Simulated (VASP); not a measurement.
Input of a VASP 6.6.1 run:

The input INCAR:

```
SYSTEM = Ba
  PREC = Accurate
  ENCUT = 520
  EDIFF = 1E-7
  ISMEAR = -1
  SIGMA = 0.1
  LREAL = .FALSE.
  LASPH = .TRUE.
  NELM = 80
  ALGO = Normal
  ISIF = 2
  LWAVE = .FALSE.
  LCHARG = .FALSE.
  GGA = PS
  NBANDS = 17
```

Contents of KPOINTS:

```
Automatic mesh
0
G
  10 10 5
  0 0 0
```

File POSCAR:

```
Ba
1.0
    4.2214092156      0.0000000000      0.0000000000
   -2.1107046078      3.6558476205      0.0000000000
    0.0000000000      0.0000000000      6.9065601303
Ba
2
Direct
    0.3333333333      0.6666666667      0.2500000000
    0.6666666667      0.3333333333      0.7500000000
```

Potentials or basis: VASP PAW PBE potentials, release 64 (Ba_sv).

Run with:

```bash
$ cat potpaw_PBE.64/Ba_sv/POTCAR > POTCAR
$ mpirun -np 1 vasp_std > vasp.out
```

(1) Estimate the pressure.

(2) What does it give for the band gap on the k mesh?

## Answers

(1) 0.9 GPa.

(2) zero (band 10 reaches 2.25 eV, above the bottom of band 11 at 1.82 eV).

Caveat: the PAW data sets were made with another functional, which shifts forces and pressure a little; spin-orbit coupling is left out, which moves the levels of the heavy elements.
